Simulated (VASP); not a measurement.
# BaS (Fm-3m) in VASP: further runs

The runs below take BaS through single point, vibrations by perturbation theory, with PBEsol, PBE.

All numbers are computed with VASP 6.6.1; they aren't measurements. Logs are shortened: lines on timing, memory, paths and dates and some standing lists are left out, and cuts for length are marked.

### 1 The cell of the first run

Symmetry: Fm-3m, No. 225, cubic system. Conventional cell: a = 6.427 Å, b = 6.427 Å, c = 6.427 Å, α = 90.00°, β = 90.00°, γ = 90.00°. Ba (site symmetry m-3m) has 6 S at 3.21 Å within 4.2 Å. Within 4.2 Å of S (site symmetry m-3m) lie 6 Ba at 3.21 Å.

### 2 Single point, PBEsol

File POSCAR:

```
BaS
1.0
    0.0000000000      3.2135629450      3.2135629450
    3.2135629450      0.0000000000      3.2135629450
    3.2135629450      3.2135629450      0.0000000000
Ba S
1 1
Direct
    0.5000000000      0.5000000000      0.5000000000
    0.0000000000      0.0000000000      0.0000000000
```

File INCAR.step1:

```
ALGO     = Normal         # electronic algorithm
EDIFF    = 1E-6           # SCF threshold, eV
ENCUT    = 520            # plane-wave cutoff, eV
GGA      = PS             # functional
ISIF     = 2              # what is computed and relaxed
ISMEAR   = 0              # smearing method
LASPH    = True           # aspherical terms in the spheres
LCHARG   = True           # write CHGCAR
LREAL    = False          # projectors in reciprocal space
LWAVE    = False          # write WAVECAR
NBANDS   = 15             # bands
NELM     = 60             # most SCF steps
PREC     = Accurate       # precision mode
SIGMA    = 0.02           # smearing width, eV
```

File KPOINTS.step1:

```
k-points
0
Gamma
  8 8 8
```

File INCAR.step2:

```
ALGO     = Normal         # electronic algorithm
EDIFF    = 1E-6           # SCF threshold, eV
ENCUT    = 520            # plane-wave cutoff, eV
GGA      = PS             # functional
ICHARG   = 11             # starting density
ISIF     = 2              # what is computed and relaxed
ISMEAR   = -5             # smearing method
LASPH    = True           # aspherical terms in the spheres
LCHARG   = False          # write CHGCAR
LORBIT   = 11             # projections on sites
LREAL    = False          # projectors in reciprocal space
LWAVE    = False          # write WAVECAR
NBANDS   = 15             # bands
NEDOS    = 1001           # points of the DOS
NELM     = 60             # most SCF steps
PREC     = Accurate       # precision mode
SIGMA    = 0.02           # smearing width, eV
```

File KPOINTS.step2:

```
k-points
0
Gamma
  12 12 12
```

Potentials or basis: VASP PAW PBE potentials, release 64 (Ba_sv, S).

Command:

```bash
> cat potpaw_PBE.64/Ba_sv/POTCAR potpaw_PBE.64/S/POTCAR > POTCAR
> cp INCAR.step1 INCAR
> cp KPOINTS.step1 KPOINTS
> mpirun -np 1 vasp_std > vasp.out
> cp INCAR.step2 INCAR
> cp KPOINTS.step2 KPOINTS
> mpirun -np 1 vasp_std > vasp.out
```

OUTCAR:

```text
EDIFF = 1E-6
   ENCUT = 520
   GGA = PS
   ICHARG = 11
   ISIF = 2
   ISMEAR = -5
   LASPH = True
   LORBIT = 11
   LREAL = False
   NELM = 60
   PREC = Accurate

 ion  position               nearest neighbor table
   1  0.500  0.500  0.500-   2 3.21   2 3.21   2 3.21   2 3.21   2 3.21   2 3.21
   2  0.000  0.000  0.000-   1 3.21   1 3.21   1 3.21   1 3.21   1 3.21   1 3.21

  LATTYP: Found a face centered cubic cell.
 ALAT       =     6.4271258900

  Lattice vectors:

 A1 = (   0.0000000000,   3.2135629450,   3.2135629450)
 A2 = (   3.2135629450,   0.0000000000,   3.2135629450)
 A3 = (   3.2135629450,   3.2135629450,   0.0000000000)

Analysis of symmetry for initial positions (statically):
=====================================================================
 Subroutine PRICEL returns:
 Original cell was already a primitive cell.

 Routine SETGRP: Setting up the symmetry group for a
 face centered cubic supercell.

 Subroutine GETGRP returns: Found 48 space group operations
 (whereof 48 operations were pure point group operations)
 out of a pool of 48 trial point group operations.

The static configuration has the point symmetry O_h .

Analysis of symmetry for dynamics (positions and initial velocities):
=====================================================================
 Subroutine PRICEL returns:
 Original cell was already a primitive cell.

 Routine SETGRP: Setting up the symmetry group for a
 face centered cubic supercell.

 Subroutine GETGRP returns: Found 48 space group operations
 (whereof 48 operations were pure point group operations)
 out of a pool of 48 trial point group operations.

The dynamic configuration has the point symmetry O_h .

 Subroutine INISYM returns: Found 48 space group operations
 (whereof 48 operations are pure point group operations),
 and found     1 'primitive' translations

----------------------------------------------------------------------------------------

                                     Primitive cell

  volume of cell :      66.3728

  direct lattice vectors                    reciprocal lattice vectors
     0.000000000  3.213562945  3.213562945    -0.155590542  0.155590542  0.155590542
     3.213562945  0.000000000  3.213562945     0.155590542 -0.155590542  0.155590542
     3.213562945  3.213562945  0.000000000     0.155590542  0.155590542 -0.155590542

  length of vectors
     4.544664300  4.544664300  4.544664300     0.269490724  0.269490724  0.269490724

  position of ions in fractional coordinates (direct lattice)
     0.500000000  0.500000000  0.500000000
     0.000000000  0.000000000  0.000000000

  ion indices of the primitive-cell ions
   primitive index   ion index
                 1           1
                 2           2

----------------------------------------------------------------------------------------

 KPOINTS: k-points

Automatic generation of k-mesh.
 Grid dimensions read from file:
 generate k-points for:   12   12   12

 Generating k-lattice:

  Cartesian coordinates                     Fractional coordinates (reciprocal lattice)
    -0.012965878  0.012965878  0.012965878     0.083333333  0.000000000  0.000000000
     0.012965878 -0.012965878  0.012965878     0.000000000  0.083333333  0.000000000
     0.012965878  0.012965878 -0.012965878     0.000000000  0.000000000  0.083333333

  Length of vectors
     0.022457560  0.022457560  0.022457560

  Shift w.r.t. Gamma in fractional coordinates (k-lattice)
     0.000000000  0.000000000  0.000000000

 TETIRR: Found    247 inequivalent tetrahedra from    10368

 Subroutine IBZKPT returns following result:
 ===========================================

 Found     72 irreducible k-points:

 Following reciprocal coordinates:
            Coordinates               Weight
  0.000000  0.000000  0.000000      1.000000
  0.083333  0.000000  0.000000      8.000000
  0.166667  0.000000  0.000000      8.000000
  0.250000  0.000000  0.000000      8.000000
  0.333333  0.000000  0.000000      8.000000
  0.416667  0.000000  0.000000      8.000000
[... 16 lines left out ...]
  0.500000  0.166667  0.000000     24.000000
 -0.416667  0.166667  0.000000     24.000000
 [... further k-points ...]
   k-points           NKPTS =     72   k-points in BZ     NKDIM =     72   number of bands    NBANDS=     15
   number of dos      NEDOS =   1001   number of ions     NIONS =      2
   total plane-waves  NPLWV =  46656
   dimension x,y,z NGX =    36 NGY =   36 NGZ =   36
   dimension x,y,z NGXF=    72 NGYF=   72 NGZF=   72
   ions per type =               1   1
   NGX,Y,Z   is equivalent  to a cutoff of  13.17, 13.17, 13.17 a.u.
   NGXF,Y,Z  is equivalent  to a cutoff of  26.34, 26.34, 26.34 a.u.
 SYSTEM =  unknown system
   PREC   = accura    normal or accurate (medium, high low for compatibility)
   ISTART =      0    job   : 0-new  1-cont  2-samecut
   ICHARG =     11    charge: 1-file 2-atom 10-const
   ISPIN  =      1    spin polarized calculation?
   LNONCOLLINEAR =      F non collinear calculations
   LSORBIT =      F    spin-orbit coupling
   LASPH  =      T    aspherical Exc in radial PAW
   ENCUT  =  520.0 eV  38.22 Ry    6.18 a.u.   8.45  8.45  8.45*2*pi/ulx,y,z
   NELM   =     60;   NELMIN=  2; NELMDL=  0     # of ELM steps
   EDIFF  = 0.1E-05   stopping-criterion for ELM
   LREAL  =      F    real-space projection
   EDIFFG = 0.1E-04   stopping-criterion for IOM
   NSW    =      0    number of steps for IOM
   IBRION =     -1    ionic relax: 0-MD 1-quasi-New 2-CG
   NFREE  =      0    steps in history (QN), initial steepest desc. (CG)
   ISIF   =      2    stress and relaxation
   ISYM   =      2    0-nonsym 1-usesym 2-fastsym
   POTIM  = 0.5000    time-step for ionic-motion
   TEBEG  =    0.0;   TEEND  =   0.0 temperature during run
   PSTRESS=    0.0 pullay stress
   NELECT =      16.0000    total number of electrons
   NUPDOWN=      -1.0000    fix difference up-down
   EMIN   =  10.00;   EMAX   =-10.00  energy-range for DOS
   EFERMI =   0.00;   METHOD = LEGACY
   ISMEAR =    -5;   SIGMA  =   0.02  broadening in eV -4-tet -1-fermi 0-gaus
   EFERMI_NEDOS =   21; number of points for ismear=-14 and -15
   IALGO  =     38    algorithm
   IMIX   =      4    mixing-type and parameters
     AMIX     =   0.40;   BMIX     =  1.00
     AMIX_MAG =   1.60;   BMIX_MAG =  1.00
  volume/ion in A,a.u.               =      33.19       223.95
  Fermi-wavevector in a.u.,A,eV,Ry     =   1.018868  1.925382 14.124105  1.038092
  Thomas-Fermi vector in A             =   2.152350
   LORBIT       =     11    0 simple, 1 ext, 2 COOP (PROOUT), +10 PAW based schemes
   GGA     = PS    functional components
   LHFCALC =     F    Hartree Fock is set to
   AEXX    =    0.0000 exact exchange contribution
   IVDW    =     0    specifies the selected vdW correction
   LEPSILON=     F    determine dielectric tensor
   LRPA    =     F    only Hartree local field effects (RPA)
 non-spin polarized calculation
 Fermi weights with tetrahedron method with Bloechl corrections
  energy-cutoff  :      520.00
  volume of cell :       66.37
 maximum number of plane-waves:      1820
 NGX is ok and might be reduce to    36

 number of electron      16.0000002 magnetization

 Free energy of the ion-electron system (eV)
  ---------------------------------------------------
  ext. energy  EPLUGINS =         0.00000000
  ---------------------------------------------------
  free energy    TOTEN  =       -10.71122153 eV

  energy without entropy =      -10.71122153  energy(sigma->0) =      -10.71122153

 E-fermi :   1.2546     XC(G=0):  -8.7457

 val. band max:        1.2466514101   @ k =   0.0000   0.0000   0.0000
 cond. band min:       3.2616632499   @ k =   0.5000   0.5000   0.0000
 fundamental gap:      2.0150118398
 Fermi energy:         1.2545780465

 k-point     1 :       0.0000    0.0000    0.0000
  band No.  band energies     occupation
      1     -24.8469      2.00000
      2      -9.8908      2.00000
      3      -9.8908      2.00000
      4      -9.8908      2.00000
      5      -9.0773      2.00000
      6       1.2467      2.00000
      7       1.2467      2.00000
      8       1.2467      2.00000
      9       4.5676      0.00000
     10       5.0299      0.00000
     11       5.0299      0.00000
     12       5.0299      0.00000
     13       5.9629      0.00000
     14       5.9629      0.00000
     15       9.7296      0.00000

 k-point     2 :       0.0833    0.0000    0.0000
  band No.  band energies     occupation
      1     -24.8441      2.00000
      2     -10.0386      2.00000
      3      -9.8934      2.00000
      4      -9.8934      2.00000
      5      -8.9233      2.00000
      6       1.0401      2.00000
      7       1.1481      2.00000
      8       1.1481      2.00000
      9       4.8193      0.00000
     10       5.0608      0.00000
     11       5.1340      0.00000
     12       5.1340      0.00000
     13       6.1673      0.00000
     14       6.1673      0.00000
     15      10.0167      0.00000

 k-point     3 :       0.1667    0.0000    0.0000
  band No.  band energies     occupation
      1     -24.8365      2.00000
      2     -10.3153      2.00000
      3      -9.9004      2.00000
      4      -9.9004      2.00000
      5      -8.6293      2.00000
      6       0.5784      2.00000
      7       0.9080      2.00000
      8       0.9080      2.00000
      9       5.0342      0.00000
     10       5.4342      0.00000
     11       5.4342      0.00000
     12       5.5753      0.00000
     13       6.7270      0.00000
     14       6.7270      0.00000
     15      10.7866      0.00000
[... 343 lines left out ...]
 k-point    23 :       0.5000    0.1667    0.0000
  band No.  band energies     occupation
      1     -24.8022      2.00000
      2     -10.8340      2.00000
      3     -10.0165      2.00000
      4      -9.9662      2.00000
      5      -8.1089      2.00000
      6      -0.3483      2.00000
      7       0.3259      2.00000
      8       0.3836      2.00000
      9       5.3888      0.00000
     10       6.8495      0.00000
     11       7.6595      0.00000
     12       7.8979      0.00000
     13       8.8986      0.00000
     14       9.7289      0.00000
     15       9.9967      0.00000

 k-point    24 :      -0.4167    0.1667    0.0000
  band No.  band energies     occupation
      1     -24.8015      2.00000
      2     -10.8531      2.00000
      3     -10.0387      2.00000
      4      -9.9502      2.00000
      5      -8.0687      2.00000
      6      -0.4250      2.00000
      7       0.2643      2.00000
      8       0.4032      2.00000
      9       6.0398      0.00000
     10       6.3400      0.00000
     11       7.2674      0.00000
     12       7.9624      0.00000
     13       9.3546      0.00000
     14       9.8134      0.00000
     15      10.3520      0.00000

 [... further k-points ...]

------------------------ aborting loop because EDIFF is reached ----------------------------------------

  FORCE on cell =-STRESS in cart. coord.  units (eV):
  Direction    XX          YY          ZZ          XY          YZ          ZX
  --------------------------------------------------------------------------------------
  -------------------------------------------------------------------------------------
  Total       -0.5418748     -0.5418748     -0.5418748      0.0000000      0.0000000     -0.0000000
  in kB      -13.0803424    -13.0803424    -13.0803424      0.0000000      0.0000000     -0.0000000
  external PRESSURE =     -13.0803424 kB  Pullay stress =       0.0000000 kB

 VOLUME and BASIS-vectors are now :
 -----------------------------------------------------------------------------
  energy-cutoff  :      520.00
  volume of cell :       66.37
      direct lattice vectors                 reciprocal lattice vectors
     0.000000000  3.213562945  3.213562945    -0.155590542  0.155590542  0.155590542
     3.213562945  0.000000000  3.213562945     0.155590542 -0.155590542  0.155590542
     3.213562945  3.213562945  0.000000000     0.155590542  0.155590542 -0.155590542

 POSITION                                       TOTAL-FORCE (eV/Angst)
 -----------------------------------------------------------------------------------
      3.21356      3.21356      3.21356         0.000000     -0.000000      0.000000
      0.00000      0.00000      0.00000        -0.000000      0.000000     -0.000000
 -----------------------------------------------------------------------------------
    total drift:                                0.000000      0.000000      0.000000

  FREE ENERGIE OF THE ION-ELECTRON SYSTEM (eV)
  ---------------------------------------------------
  free  energy   TOTEN  =       -10.7112215336 eV

  energy  without entropy=      -10.7112215336  energy(sigma->0) =      -10.71122153

 total charge

# of ion       s       p       d       tot
------------------------------------------
    1        2.006   5.604   0.272   7.882
    2        1.316   2.395   0.000   3.712
--------------------------------------------------
tot          3.322   7.999   0.272  11.594
```

It took 52 s on 1 thread of Intel Xeon Platinum 8488C (Sapphire Rapids), shared host; peak memory 0.24 GiB.

Results:

| Property | Result |
| --- | --- |
| Valence electrons inside the program's atomic spheres | Ba 7.88; S 3.71 |

Caveat: the PAW data sets were made with another functional, which shifts forces and pressure a little; spin-orbit coupling is left out, which moves the levels of the heavy elements.

(Part 1 of 2 ends here.)
